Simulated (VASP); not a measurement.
A run of VASP 6.6.1:

The input POSCAR:

```
GaSb
1.0
    3.1276105481      3.1276105481      0.0000000000
   -3.1276105481      3.1276105481      0.0000000000
    0.0000000000      3.1276105481      3.0294894329
Ga Sb
1 1
Direct
    0.0000000000      0.0000000000      0.0000000000
    0.7500000000      0.2500000000      0.5000000000
```

The input INCAR.step1:

```
SYSTEM = GaSb
PREC = Accurate
ENCUT = 520
ISMEAR = 0
SIGMA = 0.01
LREAL = .False.
LASPH = .True.
NELM = 80
NBANDS = 16
GGA = PE
ALGO = Normal
EDIFF = 1E-4
LWAVE = .True.
LCHARG = .False.
```

Contents of INCAR.step2:

```
SYSTEM = GaSb
PREC = Accurate
ENCUT = 520
EDIFF = 1E-7
ISMEAR = 0
SIGMA = 0.01
LREAL = .False.
LASPH = .True.
NELM = 80
ALGO = Normal
ISIF = 2
LWAVE = .False.
LCHARG = .False.
METAGGA = R2SCAN
LMIXTAU = .True.
NBANDS = 16
ISTART = 1
```

The input KPOINTS:

```
regular mesh
0
Gamma
  6 6 6
  0 0 0
```

Potentials or basis: VASP PAW PBE potentials, release 64 (Ga_d, Sb).

Run with:

```bash
$ cat potpaw_PBE.64/Ga_d/POTCAR potpaw_PBE.64/Sb/POTCAR > POTCAR
$ cp INCAR.step1 INCAR
$ mpirun -np 1 vasp_std > vasp.out
$ cp INCAR.step2 INCAR
$ mpirun -np 1 vasp_std > vasp.out
```

Hardware: 1 thread of AMD EPYC 9R45 96-Core Processor (Zen 5), with other jobs on the host.

Q: Estimate the wall time of this run.

A: It took 76 s on 1 thread of AMD EPYC 9R45 96-Core Processor (Zen 5), with other jobs on the host, peak memory 0.19 GiB. Counts: k points 30.
